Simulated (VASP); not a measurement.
# Al16Cu in VASP: single point with PBE+D3(BJ)

Aim: the single point of Al16Cu with PBE+D3(BJ).

Everything below comes from runs of VASP 6.6.1. Logs are shortened: lines on timing, memory, paths and dates and some standing lists are left out, and cuts for length are marked.

### Step 1. The cell of the first run

The cell holds a slab with vacuum, 17 atoms: a = 5.631 Å, b = 7.964 Å, c = 21.329 Å, α = 90.00°, β = 90.00°, γ = 90.00°.

### Step 2. Single point, PBE+D3(BJ)

INCAR

```
SYSTEM = Al16Cu
  ALGO = Normal
  DIPOL = 0.5 0.5 0.302
  EDIFF = 1E-6
  ENCUT = 520
  GGA = PE
  IDIPOL = 3
  ISIF = 2
  ISMEAR = 0
  IVDW = 12
  LASPH = .TRUE.
  LCHARG = .FALSE.
  LDIPOL = .TRUE.
  LREAL = Auto
  LWAVE = .FALSE.
  NBANDS = 44
  NELM = 100
  PREC = Accurate
  SIGMA = 0.1
```

KPOINTS

```
k-points
0
G
  5 4 1
  0 0 0
```

POSCAR

```
Al16Cu
1.0
    5.6314608543      0.0000000000      0.0000000000
    0.0000000000      7.9640883162      0.0000000000
    0.0000000000      0.0000000000     21.3288851192
Al Cu
16 1
Direct
    0.2500000000      0.2500000000      0.1875391038
    0.2500000000      0.7500000000      0.1875391038
    0.7500000000      0.2500000000      0.1875391038
    0.7500000000      0.7500000000      0.1875391038
    0.0000000000      0.0000000000      0.2535465489
    0.0000000000      0.5000000000      0.2535465489
    0.5000000000      0.0000000000      0.2535465489
    0.5000000000      0.5000000000      0.2535465489
    0.2500000000      0.2500000000      0.3225569796
    0.2500000000      0.7500000000      0.3225569796
    0.7500000000      0.2500000000      0.3225569796
    0.7500000000      0.7500000000      0.3225569796
    0.0000000000      0.0000000000      0.3858094351
    0.0000000000      0.5000000000      0.3858094351
    0.5000000000      0.0000000000      0.3858094351
    0.5000000000      0.5000000000      0.3858094351
    0.0000000000      0.0000000000      0.5311522405
```

Potentials or basis: VASP PAW PBE potentials, release 64 (Al, Cu).

Command:

```bash
$ cat potpaw_PBE.64/Al/POTCAR potpaw_PBE.64/Cu/POTCAR > POTCAR
$ mpirun -np 1 vasp_std > vasp.out
```

OUTCAR:

```text
SYSTEM = Al16Cu
   EDIFF = 1E-6
   ENCUT = 520
   GGA = PE
   ISIF = 2
   ISMEAR = 0
   IVDW = 12
   LASPH = .TRUE.
   LREAL = Auto
   NELM = 100
   PREC = Accurate
 IVDW          = 12

 ion  position               nearest neighbor table
   1  0.250  0.250  0.188-   3 2.82   3 2.82   6 2.82   7 2.82   8 2.82   5 2.82   9 2.88
   2  0.250  0.750  0.188-   4 2.82   4 2.82   6 2.82   7 2.82   8 2.82   5 2.82  10 2.88
   3  0.750  0.250  0.188-   1 2.82   1 2.82   6 2.82   7 2.82   8 2.82   5 2.82  11 2.88
   4  0.750  0.750  0.188-   2 2.82   2 2.82   6 2.82   7 2.82   8 2.82   5 2.82  12 2.88
   5  0.000  0.000  0.254-   7 2.82   7 2.82   3 2.82   4 2.82   1 2.82   2 2.82  13 2.82  11 2.85
                            12 2.85   9 2.85  10 2.85
   6  0.000  0.500  0.254-   8 2.82   8 2.82   3 2.82   4 2.82   1 2.82   2 2.82  14 2.82  11 2.85
                            12 2.85   9 2.85  10 2.85
   7  0.500  0.000  0.254-   5 2.82   5 2.82   3 2.82   4 2.82   1 2.82   2 2.82  15 2.82  11 2.85
                            12 2.85   9 2.85  10 2.85
   8  0.500  0.500  0.254-   6 2.82   6 2.82   3 2.82   4 2.82   1 2.82   2 2.82  16 2.82  11 2.85
                            12 2.85   9 2.85  10 2.85
   9  0.250  0.250  0.323-  13 2.79  14 2.79  15 2.79  16 2.79  11 2.82  11 2.82   7 2.85   8 2.85
                             5 2.85   6 2.85   1 2.88
  10  0.250  0.750  0.323-  13 2.79  14 2.79  15 2.79  16 2.79  12 2.82  12 2.82   7 2.85   8 2.85
                             5 2.85   6 2.85   2 2.88
  11  0.750  0.250  0.323-  13 2.79  14 2.79  15 2.79  16 2.79   9 2.82   9 2.82   7 2.85   8 2.85
                             5 2.85   6 2.85   3 2.88
  12  0.750  0.750  0.323-  13 2.79  14 2.79  15 2.79  16 2.79  10 2.82  10 2.82   7 2.85   8 2.85
                             5 2.85   6 2.85   4 2.88
  13  0.000  0.000  0.386-   9 2.79  10 2.79  11 2.79  12 2.79  15 2.82  15 2.82   5 2.82
  14  0.000  0.500  0.386-   9 2.79  10 2.79  11 2.79  12 2.79  16 2.82  16 2.82   6 2.82
  15  0.500  0.000  0.386-   9 2.79  10 2.79  11 2.79  12 2.79  13 2.82  13 2.82   7 2.82
  16  0.500  0.500  0.386-   9 2.79  10 2.79  11 2.79  12 2.79  14 2.82  14 2.82   8 2.82
  17  0.000  0.000  0.531-

  LATTYP: Found a simple orthorhombic cell.
 ALAT       =     5.6314608543
 B/A-ratio  =     1.4142135624
 C/A-ratio  =     3.7874515461

  Lattice vectors:

 A1 = (   5.6314608543,   0.0000000000,   0.0000000000)
 A2 = (   0.0000000000,   7.9640883162,   0.0000000000)
 A3 = (   0.0000000000,   0.0000000000,  21.3288851192)

Analysis of symmetry for initial positions (statically):
=====================================================================
 Subroutine PRICEL returns:
 Original cell was already a primitive cell.

 Routine SETGRP: Setting up the symmetry group for a
 simple orthorhombic supercell.

 Subroutine GETGRP returns: Found  4 space group operations
 (whereof  4 operations were pure point group operations)
 out of a pool of  8 trial point group operations.

The static configuration has the point symmetry C_2v.

Analysis of symmetry for dynamics (positions and initial velocities):
=====================================================================
 Subroutine PRICEL returns:
 Original cell was already a primitive cell.

 Routine SETGRP: Setting up the symmetry group for a
 simple orthorhombic supercell.

 Subroutine GETGRP returns: Found  4 space group operations
 (whereof  4 operations were pure point group operations)
 out of a pool of  8 trial point group operations.

The dynamic configuration has the point symmetry C_2v.

 Subroutine INISYM returns: Found  4 space group operations
 (whereof  4 operations are pure point group operations),
 and found     1 'primitive' translations

----------------------------------------------------------------------------------------

                                     Primitive cell

  volume of cell :     956.5888

  direct lattice vectors                    reciprocal lattice vectors
     5.631460854  0.000000000  0.000000000     0.177573817  0.000000000  0.000000000
     0.000000000  7.964088316  0.000000000     0.000000000  0.125563650  0.000000000
     0.000000000  0.000000000 21.328885119     0.000000000  0.000000000  0.046884776

  length of vectors
     5.631460854  7.964088316 21.328885119     0.177573817  0.125563650  0.046884776

  position of ions in fractional coordinates (direct lattice)
     0.250000000  0.250000000  0.187539104
     0.250000000  0.750000000  0.187539104
     0.750000000  0.250000000  0.187539104
[... 49 lines left out ...]

  Length of vectors
     0.035514763  0.031390913  0.046884776

  Shift w.r.t. Gamma in fractional coordinates (k-lattice)
     0.000000000  0.000000000  0.000000000

 Subroutine IBZKPT returns following result:
 ===========================================

 Found      9 irreducible k-points:

 Following reciprocal coordinates:
            Coordinates               Weight
  0.000000  0.000000  0.000000      1.000000
  0.200000  0.000000  0.000000      2.000000
  0.400000  0.000000  0.000000      2.000000
  0.000000  0.250000  0.000000      2.000000
  0.200000  0.250000  0.000000      4.000000
  0.400000  0.250000  0.000000      4.000000
  0.000000  0.500000  0.000000      1.000000
  0.200000  0.500000  0.000000      2.000000
  0.400000  0.500000  0.000000      2.000000
   k-points           NKPTS =      9   k-points in BZ     NKDIM =      9   number of bands    NBANDS=     44
   number of dos      NEDOS =    301   number of ions     NIONS =     17
   total plane-waves  NPLWV = 403200
   dimension x,y,z NGX =    42 NGY =   60 NGZ =  160
   dimension x,y,z NGXF=    84 NGYF=  120 NGZF=  320
   ions per type =              16   1
   NGX,Y,Z   is equivalent  to a cutoff of  12.40, 12.52, 12.47 a.u.
   NGXF,Y,Z  is equivalent  to a cutoff of  24.80, 25.05, 24.94 a.u.
 SYSTEM =  Al16Cu
   PREC   = accura    normal or accurate (medium, high low for compatibility)
   ISTART =      0    job   : 0-new  1-cont  2-samecut
   ICHARG =      2    charge: 1-file 2-atom 10-const
   ISPIN  =      1    spin polarized calculation?
   LNONCOLLINEAR =      F non collinear calculations
   LSORBIT =      F    spin-orbit coupling
   LASPH  =      T    aspherical Exc in radial PAW
   ENCUT  =  520.0 eV  38.22 Ry    6.18 a.u.  10.47 14.81 39.66*2*pi/ulx,y,z
   NELM   =    100;   NELMIN=  2; NELMDL= -5     # of ELM steps
   EDIFF  = 0.1E-05   stopping-criterion for ELM
   LREAL  =      T    real-space projection
   EDIFFG = 0.1E-04   stopping-criterion for IOM
   NSW    =      0    number of steps for IOM
   IBRION =     -1    ionic relax: 0-MD 1-quasi-New 2-CG
   NFREE  =      0    steps in history (QN), initial steepest desc. (CG)
   ISIF   =      2    stress and relaxation
   ISYM   =      2    0-nonsym 1-usesym 2-fastsym
   POTIM  = 0.5000    time-step for ionic-motion
   TEBEG  =    0.0;   TEEND  =   0.0 temperature during run
   PSTRESS=    0.0 pullay stress
   NELECT =      59.0000    total number of electrons
   NUPDOWN=      -1.0000    fix difference up-down
   EMIN   =  10.00;   EMAX   =-10.00  energy-range for DOS
   EFERMI =   0.00;   METHOD = LEGACY
   ISMEAR =     0;   SIGMA  =   0.10  broadening in eV -4-tet -1-fermi 0-gaus
   EFERMI_NEDOS =   21; number of points for ismear=-14 and -15
   IALGO  =     38    algorithm
   IMIX   =      4    mixing-type and parameters
     AMIX     =   0.40;   BMIX     =  1.00
     AMIX_MAG =   1.60;   BMIX_MAG =  1.00
  volume/ion in A,a.u.               =      56.27       379.73
  Fermi-wavevector in a.u.,A,eV,Ry     =   0.646820  1.222313  5.692360  0.418377
  Thomas-Fermi vector in A             =   1.714927
   LORBIT       =      0    0 simple, 1 ext, 2 COOP (PROOUT), +10 PAW based schemes
   GGA     = PE    functional components
   LHFCALC =     F    Hartree Fock is set to
   AEXX    =    0.0000 exact exchange contribution
   IVDW    =    12    specifies the selected vdW correction
   LEPSILON=     F    determine dielectric tensor
   LRPA    =     F    only Hartree local field effects (RPA)
 non-spin polarized calculation
 Gauss-broadening in eV      SIGMA  =   0.10
  energy-cutoff  :      520.00
  volume of cell :      956.59
 maximum number of plane-waves:     25803
 NGX is ok and might be reduce to    42
   NGX = 21   NGY = 29   NGZ = 79

 dipolmoment           0.000000      0.000000     -0.009790 electrons x Angstroem

 number of electron      59.0000021 magnetization

 dipolmoment           0.000000      0.000000      0.048561 electrons x Angstroem

 Free energy of the ion-electron system (eV)
  ---------------------------------------------------
  ext. energy  EPLUGINS =         0.00000000
  ---------------------------------------------------
  free energy    TOTEN  =       -55.95821887 eV

  energy without entropy =      -55.90395119  energy(sigma->0) =      -55.93108503

 E-fermi :  -0.5948     XC(G=0):  -4.1034

 val. band max:       -0.6004992656   @ k =   0.2000   0.2500   0.0000
 cond. band min:      -0.5586364461   @ k =   0.4000   0.5000   0.0000
 fundamental gap:      0.0418628195
 Fermi energy:        -0.5948421856

 k-point     1 :       0.0000    0.0000    0.0000
  band No.  band energies     occupation
      1     -11.0502      2.00000
      2      -8.7955      2.00000
      3      -8.7450      2.00000
      4      -8.6015      2.00000
      5      -6.5085      2.00000
      6      -6.4753      2.00000
[... 385 lines left out ...]
     40       1.9485      0.00000
     41       2.0083      0.00000
 [bands above 41 left out]

------------------------ aborting loop because EDIFF is reached ----------------------------------------

 vacuum level on the upper side and lower side of the slab       (xc-potential included)        -0.039        -0.158

 Edisp (eV)   -3.55861

 E8    (eV) :    -1.6627

  FORCE on cell =-STRESS in cart. coord.  units (eV):
  Direction    XX          YY          ZZ          XY          YZ          ZX
  --------------------------------------------------------------------------------------
  -------------------------------------------------------------------------------------
  Total     -10.97240    -3.33555    -5.16203     0.00000     0.00000     0.00000
  in kB     -18.37753    -5.58667    -8.64581     0.00000     0.00000     0.00000
  external pressure =      -10.87 kB  Pullay stress =        0.00 kB

 VOLUME and BASIS-vectors are now :
 -----------------------------------------------------------------------------
  energy-cutoff  :      520.00
  volume of cell :      956.59
      direct lattice vectors                 reciprocal lattice vectors
     5.631460854  0.000000000  0.000000000     0.177573817  0.000000000  0.000000000
     0.000000000  7.964088316  0.000000000     0.000000000  0.125563650  0.000000000
     0.000000000  0.000000000 21.328885119     0.000000000  0.000000000  0.046884776

 POSITION                                       TOTAL-FORCE (eV/Angst)
 -----------------------------------------------------------------------------------
      1.40787      1.99102      4.00000        -0.003934      0.003687      0.171079
      1.40787      5.97307      4.00000        -0.003934     -0.003687      0.171079
      4.22360      1.99102      4.00000         0.003934      0.003687      0.171079
      4.22360      5.97307      4.00000         0.003934     -0.003687      0.171079
      0.00000      0.00000      5.40787        -0.000000      0.000000     -0.170587
      0.00000      3.98204      5.40787        -0.000000      0.000000     -0.086941
[... 9 lines left out ...]
      2.81573      3.98204      8.22889        -0.000000      0.000000     -0.017892
      0.00000      0.00000     11.32889        -0.000000      0.000000     -1.216440
 -----------------------------------------------------------------------------------
    total drift:                                0.000000      0.000000      0.000477

  FREE ENERGIE OF THE ION-ELECTRON SYSTEM (eV)
  ---------------------------------------------------
  free  energy   TOTEN  =       -59.5168319683 eV

  energy  without entropy=      -59.4625642866  energy(sigma->0) =      -59.48969813

 vacuum level on the upper side and lower side of the slab         3.512         3.394
```

Wall time 33 min (1 thread of Intel Xeon 8259CL, shared host); peak memory 0.89 GiB.

What came out:

```
Free energy                : -59.5168 eV
Largest force              : 1.216 eV/Å
Band gap on the k mesh     : zero (an odd number of electrons rules out a gap without spin polarisation)
Dispersion energy per atom : -0.209 eV
```

Forces in eV/Å, atoms in the order of the input:
```
Al  -0.004  0.004  0.171
Al  -0.004 -0.004  0.171
Al   0.004  0.004  0.171
Al   0.004 -0.004  0.171
Al   0.000  0.000 -0.171
Al   0.000  0.000 -0.087
Al   0.000  0.000 -0.105
Al   0.000  0.000 -0.077
Al   0.048 -0.037 -0.047
Al   0.048  0.037 -0.047
Al  -0.048 -0.037 -0.047
Al  -0.048  0.037 -0.047
Al   0.000  0.000  1.115
Al   0.000  0.000  0.036
Al   0.000  0.000  0.025
Al   0.000  0.000 -0.018
Cu   0.000  0.000 -1.216
```
